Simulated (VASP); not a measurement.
# Zr3S2 (P6/mmm) in VASP: further runs

Runs on Zr3S2. Level: PBE. Tasks: single point.

Program: VASP 6.6.1. These are calculated values, not measurements. Logs are shortened: lines on timing, memory, paths and dates and some standing lists are left out, and cuts for length are marked.

### Step 1. The cell of the first run

It takes space group P6/mmm (No. 191, hexagonal). The conventional cell has a = 4.989 Å, b = 4.989 Å, c = 4.862 Å, α = 90.00°, β = 90.00°, γ = 120.00°. Zr (site symmetry -6m2) has 2 S at 2.43 Å and 3 Zr at 2.88 Å within 3.2 Å. Zr (site symmetry 6/mmm) has 6 S at 2.88 Å and 12 Zr at 3.77 Å within 3.8 Å. S (site symmetry -6m2) has 5 Zr at 2.43 to 2.88 Å and 3 S at 2.88 Å within 3.2 Å.

The cell was built from a structure type or drawn by symmetry, and may not be a known phase.

### Step 2. Single point, PBE

File INCAR:

```
SYSTEM = Zr3S2
PREC = Accurate
ENCUT = 520
EDIFF = 1E-7
ISMEAR = 0
SIGMA = 0.1
LREAL = .FALSE.
LASPH = .TRUE.
NELM = 60
ALGO = Normal
ISIF = 2
LWAVE = .FALSE.
LCHARG = .FALSE.
GGA = PE
NBANDS = 32
```

File KPOINTS:

```
Automatic mesh
0
G
  12 12 8
  0 0 0
```

File POSCAR:

```
Zr3S2
1.0
    4.9886148141      0.0000000000      0.0000000000
   -2.4943074070      4.3202671587      0.0000000000
    0.0000000000      0.0000000000      4.8622349865
Zr S
3 2
Direct
    0.3333333333      0.6666666667      0.5000000000
    0.6666666667      0.3333333333      0.5000000000
    0.0000000000      0.0000000000      0.0000000000
    0.3333333333      0.6666666667      0.0000000000
    0.6666666667      0.3333333333      0.0000000000
```

Potentials or basis: VASP PAW PBE potentials, release 64 (Zr_sv, S).

Started as:

```
$ cat potpaw_PBE.64/Zr_sv/POTCAR potpaw_PBE.64/S/POTCAR > POTCAR
$ mpirun -np 1 vasp_std > vasp.out
```

OUTCAR:

```text
SYSTEM = Zr3S2
   PREC = Accurate
   ENCUT = 520
   EDIFF = 1E-7
   ISMEAR = 0
   LREAL = .FALSE.
   LASPH = .TRUE.
   NELM = 60
   ISIF = 2
   GGA = PE

 ion  position               nearest neighbor table
   1  0.333  0.667  0.500-   4 2.43   4 2.43   2 2.88   2 2.88   2 2.88   3 3.77   3 3.77   3 3.77
                             3 3.77   3 3.77   3 3.77
   2  0.667  0.333  0.500-   5 2.43   5 2.43   1 2.88   1 2.88   1 2.88   3 3.77   3 3.77   3 3.77
                             3 3.77   3 3.77   3 3.77
   3  0.000  0.000  0.000-   4 2.88   5 2.88   4 2.88   5 2.88   5 2.88   4 2.88   1 3.77   2 3.77
                             1 3.77   2 3.77   2 3.77   1 3.77   2 3.77   1 3.77   2 3.77   1 3.77
   4  0.333  0.667  0.000-   1 2.43   1 2.43   3 2.88   3 2.88   3 2.88
   5  0.667  0.333  0.000-   2 2.43   2 2.43   3 2.88   3 2.88   3 2.88

  LATTYP: Found a hexagonal cell.
 ALAT       =     4.9886148141
 C/A-ratio  =     0.9746663488

  Lattice vectors:

 A1 = (   4.9886148141,   0.0000000000,   0.0000000000)
 A2 = (  -2.4943074070,   4.3202671587,   0.0000000000)
 A3 = (   0.0000000000,   0.0000000000,   4.8622349865)

Analysis of symmetry for initial positions (statically):
=====================================================================
 Subroutine PRICEL returns:
 Original cell was already a primitive cell.

 Routine SETGRP: Setting up the symmetry group for a
 hexagonal supercell.

 Subroutine GETGRP returns: Found 24 space group operations
 (whereof 24 operations were pure point group operations)
 out of a pool of 24 trial point group operations.

The static configuration has the point symmetry D_6h.

Analysis of symmetry for dynamics (positions and initial velocities):
=====================================================================
 Subroutine PRICEL returns:
 Original cell was already a primitive cell.

 Routine SETGRP: Setting up the symmetry group for a
 hexagonal supercell.

 Subroutine GETGRP returns: Found 24 space group operations
 (whereof 24 operations were pure point group operations)
 out of a pool of 24 trial point group operations.

The dynamic configuration has the point symmetry D_6h.

 Subroutine INISYM returns: Found 24 space group operations
 (whereof 24 operations are pure point group operations),
 and found     1 'primitive' translations

----------------------------------------------------------------------------------------

                                     Primitive cell

  volume of cell :     104.7916

  direct lattice vectors                    reciprocal lattice vectors
     4.988614814  0.000000000  0.000000000     0.200456447  0.115733584  0.000000000
    -2.494307407  4.320267159  0.000000000     0.000000000  0.231467167  0.000000000
     0.000000000  0.000000000  4.862234986     0.000000000  0.000000000  0.205666736

  length of vectors
     4.988614814  4.988614814  4.862234986     0.231467167  0.231467167  0.205666736

  position of ions in fractional coordinates (direct lattice)
     0.333333333  0.666666667  0.500000000
     0.666666667  0.333333333  0.500000000
     0.000000000  0.000000000  0.000000000
     0.333333333  0.666666667  0.000000000
     0.666666667  0.333333333  0.000000000

  ion indices of the primitive-cell ions
   primitive index   ion index
                 1           1
                 2           2
                 3           3
                 4           4
                 5           5

----------------------------------------------------------------------------------------

 KPOINTS: Automatic mesh

Automatic generation of k-mesh.
 Grid dimensions read from file:
 generate k-points for:   12   12    8

 Generating k-lattice:

  Cartesian coordinates                     Fractional coordinates (reciprocal lattice)
     0.016704704  0.009644465  0.000000000     0.083333333  0.000000000  0.000000000
     0.000000000  0.019288931  0.000000000     0.000000000  0.083333333  0.000000000
     0.000000000  0.000000000  0.025708342     0.000000000  0.000000000  0.125000000

  Length of vectors
     0.019288931  0.019288931  0.025708342

  Shift w.r.t. Gamma in fractional coordinates (k-lattice)
     0.000000000  0.000000000  0.000000000

 Subroutine IBZKPT returns following result:
 ===========================================

 Found     95 irreducible k-points:

 Following reciprocal coordinates:
            Coordinates               Weight
  0.000000  0.000000  0.000000      1.000000
  0.083333  0.000000  0.000000      6.000000
  0.166667  0.000000  0.000000      6.000000
  0.250000 -0.000000  0.000000      6.000000
  0.333333  0.000000  0.000000      6.000000
  0.416667 -0.000000  0.000000      6.000000
[... 16 lines left out ...]
  0.250000 -0.000000  0.125000     12.000000
  0.333333  0.000000  0.125000     12.000000
 [... further k-points ...]
   k-points           NKPTS =     95   k-points in BZ     NKDIM =     95   number of bands    NBANDS=     32
   number of dos      NEDOS =    301   number of ions     NIONS =      5
   total plane-waves  NPLWV =  57600
   dimension x,y,z NGX =    40 NGY =   40 NGZ =   36
   dimension x,y,z NGXF=    80 NGYF=   80 NGZF=   72
   ions per type =               3   2
   NGX,Y,Z   is equivalent  to a cutoff of  13.33, 13.33, 12.31 a.u.
   NGXF,Y,Z  is equivalent  to a cutoff of  26.66, 26.66, 24.62 a.u.
 SYSTEM =  Zr3S2
   PREC   = accura    normal or accurate (medium, high low for compatibility)
   ISTART =      0    job   : 0-new  1-cont  2-samecut
   ICHARG =      2    charge: 1-file 2-atom 10-const
   ISPIN  =      1    spin polarized calculation?
   LNONCOLLINEAR =      F non collinear calculations
   LSORBIT =      F    spin-orbit coupling
   LASPH  =      T    aspherical Exc in radial PAW
   ENCUT  =  520.0 eV  38.22 Ry    6.18 a.u.   9.28  9.28  9.04*2*pi/ulx,y,z
   NELM   =     60;   NELMIN=  2; NELMDL= -5     # of ELM steps
   EDIFF  = 0.1E-06   stopping-criterion for ELM
   LREAL  =      F    real-space projection
   EDIFFG = 0.1E-05   stopping-criterion for IOM
   NSW    =      0    number of steps for IOM
   IBRION =     -1    ionic relax: 0-MD 1-quasi-New 2-CG
   NFREE  =      0    steps in history (QN), initial steepest desc. (CG)
   ISIF   =      2    stress and relaxation
   ISYM   =      2    0-nonsym 1-usesym 2-fastsym
   POTIM  = 0.5000    time-step for ionic-motion
   TEBEG  =    0.0;   TEEND  =   0.0 temperature during run
   PSTRESS=    0.0 pullay stress
   NELECT =      48.0000    total number of electrons
   NUPDOWN=      -1.0000    fix difference up-down
   EMIN   =  10.00;   EMAX   =-10.00  energy-range for DOS
   EFERMI =   0.00;   METHOD = LEGACY
   ISMEAR =     0;   SIGMA  =   0.10  broadening in eV -4-tet -1-fermi 0-gaus
   EFERMI_NEDOS =   21; number of points for ismear=-14 and -15
   IALGO  =     38    algorithm
   IMIX   =      4    mixing-type and parameters
     AMIX     =   0.40;   BMIX     =  1.00
     AMIX_MAG =   1.60;   BMIX_MAG =  1.00
  volume/ion in A,a.u.               =      20.96       141.43
  Fermi-wavevector in a.u.,A,eV,Ry     =   1.261962  2.384763 21.667945  1.592549
  Thomas-Fermi vector in A             =   2.395395
   LORBIT       =      0    0 simple, 1 ext, 2 COOP (PROOUT), +10 PAW based schemes
   GGA     = PE    functional components
   LHFCALC =     F    Hartree Fock is set to
   AEXX    =    0.0000 exact exchange contribution
   IVDW    =     0    specifies the selected vdW correction
   LEPSILON=     F    determine dielectric tensor
   LRPA    =     F    only Hartree local field effects (RPA)
 non-spin polarized calculation
 Gauss-broadening in eV      SIGMA  =   0.10
  energy-cutoff  :      520.00
  volume of cell :      104.79
 maximum number of plane-waves:      2844
 NGX is ok and might be reduce to    40
   NGX = 19   NGY = 19   NGZ = 19

 number of electron      47.9999997 magnetization

 Free energy of the ion-electron system (eV)
  ---------------------------------------------------
  ext. energy  EPLUGINS =         0.00000000
  ---------------------------------------------------
  free energy    TOTEN  =       -36.38026922 eV

  energy without entropy =      -36.35828753  energy(sigma->0) =      -36.36927837

 E-fermi :   8.2947     XC(G=0): -10.7934

 val. band max:        8.2741253117   @ k =   0.3333   0.1667   0.0000
 cond. band min:       8.2983005891   @ k =   0.0833   0.0000   0.1250
 fundamental gap:      0.0241752773
 Fermi energy:         8.2946558078

 k-point     1 :       0.0000    0.0000    0.0000
  band No.  band energies     occupation
      1     -41.5225      2.00000
      2     -40.4000      2.00000
      3     -40.1662      2.00000
      4     -19.5095      2.00000
      5     -19.5095      2.00000
      6     -19.4261      2.00000
[... 24 lines left out ...]
     31      11.7741      0.00000
     32      11.7742      0.00000

 k-point     2 :       0.0833    0.0000    0.0000
  band No.  band energies     occupation
      1     -41.5225      2.00000
      2     -40.3965      2.00000
      3     -40.1698      2.00000
      4     -19.5107      2.00000
      5     -19.5100      2.00000
      6     -19.4256      2.00000
[... 24 lines left out ...]
     31      11.7321      0.00000
     32      11.7459      0.00000

 k-point     3 :       0.1667    0.0000    0.0000
  band No.  band energies     occupation
      1     -41.5224      2.00000
      2     -40.3865      2.00000
      3     -40.1803      2.00000
      4     -19.5139      2.00000
      5     -19.5113      2.00000
      6     -19.4241      2.00000
[... 24 lines left out ...]
     31      11.2266      0.00000
     32      11.5436      0.00000

 k-point     4 :       0.2500   -0.0000    0.0000
  band No.  band energies     occupation
      1     -41.5223      2.00000
      2     -40.3708      2.00000
      3     -40.1965      2.00000
      4     -19.5178      2.00000
      5     -19.5132      2.00000
      6     -19.4221      2.00000
[... 654 lines left out ...]
     31      11.3126      0.00000
     32      11.6954      0.00000

 k-point    23 :       0.2500   -0.0000    0.1250
  band No.  band energies     occupation
      1     -41.5223      2.00000
      2     -40.3707      2.00000
      3     -40.1964      2.00000
      4     -19.5185      2.00000
      5     -19.5126      2.00000
      6     -19.4224      2.00000
[... 24 lines left out ...]
     31      11.0116      0.00000
     32      11.6028      0.00000

 k-point    24 :       0.3333    0.0000    0.1250
  band No.  band energies     occupation
      1     -41.5222      2.00000
      2     -40.3514      2.00000
      3     -40.2164      2.00000
      4     -19.5225      2.00000
      5     -19.5144      2.00000
      6     -19.4209      2.00000
[... 24 lines left out ...]
     31      11.3394      0.00000
     32      11.4934      0.00000

 [... further k-points ...]

------------------------ aborting loop because EDIFF is reached ----------------------------------------

  FORCE on cell =-STRESS in cart. coord.  units (eV):
  Direction    XX          YY          ZZ          XY          YZ          ZX
  --------------------------------------------------------------------------------------
  -------------------------------------------------------------------------------------
  Total       -0.0072980     -0.0072980     -0.0113637     -0.0000000      0.0000000      0.0000000
  in kB       -0.1115802     -0.1115802     -0.1737410     -0.0000000      0.0000000      0.0000000
  external PRESSURE =      -0.1323005 kB  Pullay stress =       0.0000000 kB

 VOLUME and BASIS-vectors are now :
 -----------------------------------------------------------------------------
  energy-cutoff  :      520.00
  volume of cell :      104.79
      direct lattice vectors                 reciprocal lattice vectors
     4.988614814  0.000000000  0.000000000     0.200456447  0.115733584  0.000000000
    -2.494307407  4.320267159  0.000000000     0.000000000  0.231467167  0.000000000
     0.000000000  0.000000000  4.862234986     0.000000000  0.000000000  0.205666736

 POSITION                                       TOTAL-FORCE (eV/Angst)
 -----------------------------------------------------------------------------------
     -0.00000      2.88018      2.43112        -0.000000      0.000000     -0.000000
      2.49431      1.44009      2.43112         0.000000     -0.000000      0.000000
      0.00000      0.00000      0.00000        -0.000000      0.000000      0.000000
     -0.00000      2.88018      0.00000         0.000000     -0.000000     -0.000000
      2.49431      1.44009      0.00000        -0.000000      0.000000      0.000000
 -----------------------------------------------------------------------------------
    total drift:                                0.000000     -0.000000      0.000000

  FREE ENERGIE OF THE ION-ELECTRON SYSTEM (eV)
  ---------------------------------------------------
  free  energy   TOTEN  =       -36.3802692164 eV

  energy  without entropy=      -36.3582875274  energy(sigma->0) =      -36.36927837
```

Wall time 3.2 min (1 thread of AMD EPYC 9R45 (Zen 5), shared host); peak memory 0.37 GiB.

What came out:

```yaml
Free_energy: -36.3803 eV
Pressure: 0.0 GPa
Band_gap_on_the_k_mesh: zero (bands 24 and 25 overlap by 1.29 eV)
```

Levels at points of the mesh, in eV from the Fermi level:
```tsv
k point	band 20	band 21	band 22	band 23	band 24	band 25	band 26	band 27	band 28	band 29
(0.00, 0.00, 0.00)	-2.27	-1.80	-0.60	-0.60	-0.05	-0.05	1.05	1.05	1.07	1.30
(0.50, 0.00, 0.00)	-2.18	-1.80	-1.75	-0.34	-0.33	-0.30	-0.17	1.24	1.53	2.29
(0.00, 0.00, 0.50)	-2.54	-2.48	-0.87	-0.87	0.98	0.98	1.25	1.78	1.78	2.87
(0.50, 0.00, 0.50)	-2.43	-1.34	-1.17	-0.70	0.08	0.30	0.65	1.15	1.80	2.28
```

### Step 3. Single point, PBE

File INCAR:

```
PREC = Accurate
ENCUT = 520
EDIFF = 1E-6
ISMEAR = 0
SIGMA = 0.1
LREAL = F
LASPH = T
NELM = 60
ALGO = Normal
ISIF = 2
LWAVE = F
LCHARG = F
GGA = PE
NBANDS = 32
```

File KPOINTS:

```
Automatic mesh
0
Gamma
  12 12 8
```

Changes to POSCAR since step 2:

```diff
@@ -2,5 +2,5 @@
 1.0
-    4.9886148141      0.0000000000      0.0000000000
-   -2.4943074070      4.3202671587      0.0000000000
-    0.0000000000      0.0000000000      4.8622349865
+    4.9886176933      0.0000000000      0.0000000000
+   -2.4943088466      4.3202696521      0.0000000000
+    0.0000000000      0.0000000000      4.8622248685
 Zr S
```

Potentials or basis: VASP PAW PBE potentials, release 64 (Zr_sv, S).

Started as:

```
$ cat potpaw_PBE.64/Zr_sv/POTCAR potpaw_PBE.64/S/POTCAR > POTCAR
$ mpirun -np 1 vasp_std > vasp.out
```

Run time: 3.4 min. Hardware: 1 thread of AMD EPYC 9R45 (Zen 5), shared host; peak memory 0.36 GiB.

It converged, with:

| Quantity | Value |
| --- | --- |
| Free energy | -36.3803 eV |
| Pressure | 0.0 GPa |
| Band gap on the k mesh | zero (bands 24 and 25 overlap by 1.29 eV) |

Levels at points of the mesh, in eV from the Fermi level:
| k point | band 21 | band 22 | band 23 | band 24 | band 25 | band 26 | band 27 | band 28 |
| --- | --- | --- | --- | --- | --- | --- | --- | --- |
| (0.00, 0.00, 0.00) | -1.80 | -0.60 | -0.60 | -0.05 | -0.05 | 1.05 | 1.05 | 1.07 |
| (0.50, 0.00, 0.00) | -1.80 | -1.75 | -0.33 | -0.33 | -0.30 | -0.17 | 1.24 | 1.53 |
| (0.00, 0.00, 0.50) | -2.48 | -0.87 | -0.87 | 0.98 | 0.98 | 1.25 | 1.78 | 1.78 |
| (0.50, 0.00, 0.50) | -1.34 | -1.17 | -0.70 | 0.08 | 0.30 | 0.65 | 1.15 | 1.80 |
